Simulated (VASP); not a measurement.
# Ge2Pd (P6/mmm) in VASP: single point with PBE

Aim: the single point of Ge2Pd with PBE.

All numbers are computed with VASP 6.6.1; they aren't measurements. Logs are shortened: lines on timing, memory, paths and dates and some standing lists are left out, and cuts for length are marked.

**1. The cell of the first run**

It takes space group P6/mmm (No. 191, hexagonal). Conventional cell: a = 3.515 Å, b = 3.515 Å, c = 6.032 Å, α = 90.00°, β = 90.00°, γ = 120.00°. Ge (site symmetry 6mm) has 1 Pd at 1.75 Å within 2.3 Å. Pd (site symmetry 6/mmm) has 2 Ge at 1.75 Å within 2.3 Å.

The cell was generated, and may not be a known phase.

**2. Single point, PBE**

Input file INCAR:

```
SYSTEM = Ge2Pd
PREC = Accurate
ENCUT = 630
EDIFF = 1E-6
ISMEAR = 0
SIGMA = 0.1
LREAL = .False.
LASPH = .True.
NELM = 120
ALGO = Normal
ISIF = 2
LWAVE = .False.
LCHARG = .False.
GGA = PE
NBANDS = 30
GGA_COMPAT = .False.
```

Input file KPOINTS:

```
regular mesh
0
Gamma
  6 6 4
  0 0 0
```

Input file POSCAR:

```
Ge2Pd
1.0
    3.5147710300      0.0000000000      0.0000000000
   -1.7573855200      3.0438810000      0.0000000000
    0.0000000000      0.0000000000      6.0322810400
Ge Pd
2 1
Direct
    0.0000000000      0.0000000000      0.2908737100
    0.0000000000      0.0000000000      0.7091262900
    0.0000000000      0.0000000000      0.0000000000
```

Potentials or basis: VASP PAW PBE potentials, release 64 (Ge_d, Pd_sv_GW).

The run is started by

```console
$ cat potpaw_PBE.64/Ge_d/POTCAR potpaw_PBE.64/Pd_sv_GW/POTCAR > POTCAR
$ mpirun -np 1 vasp_std > vasp.out
```

OUTCAR:

```text
SYSTEM = Ge2Pd
   PREC = Accurate
   ENCUT = 630
   EDIFF = 1E-6
   ISMEAR = 0
   LREAL = .False.
   LASPH = .True.
   NELM = 120
   ISIF = 2
   GGA = PE

 ion  position               nearest neighbor table
   1  0.000  0.000  0.291-   3 1.75   2 2.52
   2  0.000  0.000  0.709-   3 1.75   1 2.52
   3  0.000  0.000  0.000-   1 1.75   2 1.75

  LATTYP: Found a hexagonal cell.
 ALAT       =     3.5147710300
 C/A-ratio  =     1.7162657222

  Lattice vectors:

 A1 = (   3.5147710300,   0.0000000000,   0.0000000000)
 A2 = (  -1.7573855200,   3.0438810000,   0.0000000000)
 A3 = (   0.0000000000,   0.0000000000,   6.0322810400)

Analysis of symmetry for initial positions (statically):
=====================================================================
 Subroutine PRICEL returns:
 Original cell was already a primitive cell.

 Routine SETGRP: Setting up the symmetry group for a
 hexagonal supercell.

 Subroutine GETGRP returns: Found 24 space group operations
 (whereof 24 operations were pure point group operations)
 out of a pool of 24 trial point group operations.

The static configuration has the point symmetry D_6h.

Analysis of symmetry for dynamics (positions and initial velocities):
=====================================================================
 Subroutine PRICEL returns:
 Original cell was already a primitive cell.

 Routine SETGRP: Setting up the symmetry group for a
 hexagonal supercell.

 Subroutine GETGRP returns: Found 24 space group operations
 (whereof 24 operations were pure point group operations)
 out of a pool of 24 trial point group operations.

The dynamic configuration has the point symmetry D_6h.

 Subroutine INISYM returns: Found 24 space group operations
 (whereof 24 operations are pure point group operations),
 and found     1 'primitive' translations

----------------------------------------------------------------------------------------

                                     Primitive cell

  volume of cell :      64.5366

  direct lattice vectors                    reciprocal lattice vectors
     3.514771030  0.000000000  0.000000000     0.284513555  0.164263978  0.000000000
    -1.757385520  3.043881000  0.000000000     0.000000000  0.328527955  0.000000000
     0.000000000  0.000000000  6.032281040     0.000000000  0.000000000  0.165774770

  length of vectors
     3.514771030  3.514771032  6.032281040     0.328527955  0.328527955  0.165774770

  position of ions in fractional coordinates (direct lattice)
     0.000000000  0.000000000  0.290873710
     0.000000000  0.000000000  0.709126290
     0.000000000  0.000000000  0.000000000

  ion indices of the primitive-cell ions
   primitive index   ion index
                 1           1
                 2           2
                 3           3

----------------------------------------------------------------------------------------

 KPOINTS: regular mesh

Automatic generation of k-mesh.
 Grid dimensions read from file:
 generate k-points for:    6    6    4

 Generating k-lattice:

  Cartesian coordinates                     Fractional coordinates (reciprocal lattice)
     0.047418926  0.027377330  0.000000000     0.166666667  0.000000000  0.000000000
     0.000000000  0.054754659  0.000000000     0.000000000  0.166666667  0.000000000
     0.000000000  0.000000000  0.041443692     0.000000000  0.000000000  0.250000000

  Length of vectors
     0.054754659  0.054754659  0.041443692

  Shift w.r.t. Gamma in fractional coordinates (k-lattice)
     0.000000000  0.000000000  0.000000000

 Subroutine IBZKPT returns following result:
 ===========================================

 Found     21 irreducible k-points:

 Following reciprocal coordinates:
            Coordinates               Weight
  0.000000  0.000000  0.000000      1.000000
  0.166667  0.000000  0.000000      6.000000
  0.333333  0.000000  0.000000      6.000000
  0.500000  0.000000  0.000000      3.000000
  0.166667  0.166667  0.000000      6.000000
  0.333333  0.166667  0.000000     12.000000
[... 13 lines left out ...]
  0.333333  0.166667  0.500000     12.000000
  0.333333  0.333333  0.500000      2.000000
   k-points           NKPTS =     21   k-points in BZ     NKDIM =     21   number of bands    NBANDS=     30
   number of dos      NEDOS =    301   number of ions     NIONS =      3
   total plane-waves  NPLWV =  45000
   dimension x,y,z NGX =    30 NGY =   30 NGZ =   50
   dimension x,y,z NGXF=    60 NGYF=   60 NGZF=  100
   ions per type =               2   1
   NGX,Y,Z   is equivalent  to a cutoff of  14.19, 14.19, 13.78 a.u.
   NGXF,Y,Z  is equivalent  to a cutoff of  28.38, 28.38, 27.56 a.u.
 SYSTEM =  Ge2Pd
   PREC   = accura    normal or accurate (medium, high low for compatibility)
   ISTART =      0    job   : 0-new  1-cont  2-samecut
   ICHARG =      2    charge: 1-file 2-atom 10-const
   ISPIN  =      1    spin polarized calculation?
   LNONCOLLINEAR =      F non collinear calculations
   LSORBIT =      F    spin-orbit coupling
   LASPH  =      T    aspherical Exc in radial PAW
   ENCUT  =  630.0 eV  46.30 Ry    6.80 a.u.   7.19  7.19 12.35*2*pi/ulx,y,z
   NELM   =    120;   NELMIN=  2; NELMDL= -5     # of ELM steps
   EDIFF  = 0.1E-05   stopping-criterion for ELM
   LREAL  =      F    real-space projection
[... 7 lines left out ...]
   TEBEG  =    0.0;   TEEND  =   0.0 temperature during run
   PSTRESS=    0.0 pullay stress
   NELECT =      46.0000    total number of electrons
   NUPDOWN=      -1.0000    fix difference up-down
   EMIN   =  10.00;   EMAX   =-10.00  energy-range for DOS
   EFERMI =   0.00;   METHOD = LEGACY
   ISMEAR =     0;   SIGMA  =   0.10  broadening in eV -4-tet -1-fermi 0-gaus
   EFERMI_NEDOS =   21; number of points for ismear=-14 and -15
   IALGO  =     38    algorithm
   IMIX   =      4    mixing-type and parameters
     AMIX     =   0.40;   BMIX     =  1.00
     AMIX_MAG =   1.60;   BMIX_MAG =  1.00
  volume/ion in A,a.u.               =      21.51       145.17
  Fermi-wavevector in a.u.,A,eV,Ry     =   1.462375  2.763488 29.096602  2.138540
  Thomas-Fermi vector in A             =   2.578596
   LORBIT       =      0    0 simple, 1 ext, 2 COOP (PROOUT), +10 PAW based schemes
   GGA     = PE    functional components
   LHFCALC =     F    Hartree Fock is set to
   AEXX    =    0.0000 exact exchange contribution
   IVDW    =     0    specifies the selected vdW correction
   LEPSILON=     F    determine dielectric tensor
   LRPA    =     F    only Hartree local field effects (RPA)
 non-spin polarized calculation
 Gauss-broadening in eV      SIGMA  =   0.10
  energy-cutoff  :      630.00
  volume of cell :       64.54
 maximum number of plane-waves:      2340
 NGX is ok and might be reduce to    30
   NGX = 15   NGY = 15   NGZ = 25

 number of electron      46.0000006 magnetization

 Free energy of the ion-electron system (eV)
  ---------------------------------------------------
  ext. energy  EPLUGINS =         0.00000000
  ---------------------------------------------------
  free energy    TOTEN  =        -0.54574437 eV

  energy without entropy =       -0.53230890  energy(sigma->0) =       -0.53902663

 E-fermi :   5.2120     XC(G=0): -10.4358

 val. band max:        5.2020659081   @ k =   0.3333   0.1667   0.2500
 cond. band min:       5.2590245557   @ k =   0.3333   0.3333   0.0000
 fundamental gap:      0.0569586476
 Fermi energy:         5.2120042707

 k-point     1 :       0.0000    0.0000    0.0000
  band No.  band energies     occupation
      1     -80.9045      2.00000
      2     -48.4447      2.00000
      3     -46.0880      2.00000
      4     -46.0880      2.00000
      5     -20.6683      2.00000
      6     -20.1913      2.00000
[... 22 lines left out ...]
     29      15.5397      0.00000
     30      15.5399      0.00000

 k-point     2 :       0.1667    0.0000    0.0000
  band No.  band energies     occupation
      1     -80.9043      2.00000
      2     -48.4443      2.00000
      3     -46.0918      2.00000
      4     -46.0890      2.00000
      5     -20.6669      2.00000
      6     -20.1933      2.00000
[... 22 lines left out ...]
     29      13.8153      0.00000
     30      15.4297      0.00000

 k-point     3 :       0.3333    0.0000    0.0000
  band No.  band energies     occupation
      1     -80.9039      2.00000
      2     -48.4435      2.00000
      3     -46.0996      2.00000
      4     -46.0911      2.00000
      5     -20.6641      2.00000
      6     -20.1974      2.00000
[... 22 lines left out ...]
     29      12.4684      0.00000
     30      13.9874      0.00000

 k-point     4 :       0.5000    0.0000    0.0000
  band No.  band energies     occupation
      1     -80.9038      2.00000
      2     -48.4431      2.00000
      3     -46.1034      2.00000
      4     -46.0921      2.00000
      5     -20.6627      2.00000
      6     -20.1994      2.00000
[... 22 lines left out ...]
     29      13.0207      0.00000
     30      13.5322      0.00000

 k-point     5 :       0.1667    0.1667    0.0000
  band No.  band energies     occupation
      1     -80.9040      2.00000
      2     -48.4437      2.00000
      3     -46.0969      2.00000
      4     -46.0913      2.00000
      5     -20.6648      2.00000
      6     -20.1960      2.00000
[... 22 lines left out ...]
     29      13.6473      0.00000
     30      13.8790      0.00000
[... 427 lines left out ...]
     29      11.1233      0.00000
     30      13.7494      0.00000

 k-point    19 :       0.1667    0.1667    0.5000
  band No.  band energies     occupation
      1     -80.9040      2.00000
      2     -48.4440      2.00000
      3     -46.0969      2.00000
      4     -46.0912      2.00000
      5     -20.4891      2.00000
      6     -20.2610      2.00000
[... 22 lines left out ...]
     29      14.9460      0.00000
     30      15.1842      0.00000

 k-point    20 :       0.3333    0.1667    0.5000
  band No.  band energies     occupation
      1     -80.9038      2.00000
      2     -48.4434      2.00000
      3     -46.1015      2.00000
      4     -46.0940      2.00000
      5     -20.4862      2.00000
      6     -20.2643      2.00000
[... 22 lines left out ...]
     29      13.8503      0.00000
     30      14.2497      0.00000

 k-point    21 :       0.3333    0.3333    0.5000
  band No.  band energies     occupation
      1     -80.9037      2.00000
      2     -48.4432      2.00000
      3     -46.0990      2.00000
      4     -46.0990      2.00000
      5     -20.4852      2.00000
      6     -20.2624      2.00000
[... 22 lines left out ...]
     29      12.5351      0.00000
     30      14.6912      0.00000

------------------------ aborting loop because EDIFF is reached ----------------------------------------

  FORCE on cell =-STRESS in cart. coord.  units (eV):
  Direction    XX          YY          ZZ          XY          YZ          ZX
  --------------------------------------------------------------------------------------
  -------------------------------------------------------------------------------------
  Total       -1.9414662     -1.9414662     91.9863056      0.0000000     -0.0000000     -0.0000000
  in kB      -48.1985676    -48.1985675   2283.6391743      0.0000001     -0.0000000     -0.0000000
  external PRESSURE =     729.0806797 kB  Pullay stress =       0.0000000 kB

 VOLUME and BASIS-vectors are now :
 -----------------------------------------------------------------------------
  energy-cutoff  :      630.00
  volume of cell :       64.54
      direct lattice vectors                 reciprocal lattice vectors
     3.514771030  0.000000000  0.000000000     0.284513555  0.164263978  0.000000000
    -1.757385520  3.043881000  0.000000000     0.000000000  0.328527955  0.000000000
     0.000000000  0.000000000  6.032281040     0.000000000  0.000000000  0.165774770

 POSITION                                       TOTAL-FORCE (eV/Angst)
 -----------------------------------------------------------------------------------
      0.00000      0.00000      1.75463         0.000000      0.000000     26.284036
      0.00000      0.00000      4.27765        -0.000000     -0.000000    -26.284036
      0.00000      0.00000      0.00000        -0.000000      0.000000     -0.000000
 -----------------------------------------------------------------------------------
    total drift:                               -0.000000      0.000000      0.000000

  FREE ENERGIE OF THE ION-ELECTRON SYSTEM (eV)
  ---------------------------------------------------
  free  energy   TOTEN  =        -0.5457443693 eV

  energy  without entropy=       -0.5323088958  energy(sigma->0) =       -0.53902663
```

Run time: 61 s. Hardware: 1 thread of AMD EPYC 7R13 (Zen 3), shared host; peak memory 0.21 GiB.

Results:

| Property | Result |
| --- | --- |
| Free energy | -0.5457 eV |
| Pressure | 72.9 GPa |
| Largest force | 26.284 eV/Å |
| Band gap on the k mesh | zero (bands 23 and 24 overlap by 3.58 eV) |

Forces in eV/Å, atoms in the order of the input:
```
Ge    0.000   0.000  26.284
Ge    0.000   0.000 -26.284
Pd    0.000   0.000   0.000
```

Levels at points of the mesh, in eV from the Fermi level:
```tsv
k point	band 20	band 21	band 22	band 23	band 24	band 25	band 26	band 27
(0.00, 0.00, 0.00)	-4.20	-3.57	-3.57	2.54	2.54	5.94	7.02	7.02
(0.50, 0.00, 0.00)	-4.12	-4.05	-2.83	-0.26	0.80	1.14	2.49	5.39
(0.00, 0.00, 0.50)	-3.57	-3.57	-1.15	0.84	4.00	4.00	4.57	4.57
(0.50, 0.00, 0.50)	-2.83	-2.77	-2.36	-1.53	0.61	2.24	2.87	3.91
```

Caveat: atoms lie so close that the PAW spheres overlap strongly, which falsifies energies and pressures; the stress differs along the axes, from -5 to 228 GPa; forces of over 1 eV/Å act on the atoms, so gaps and moduli don't describe the material at rest.

The gap in the log of VASP goes by the Fermi energy; the results here count the filled bands.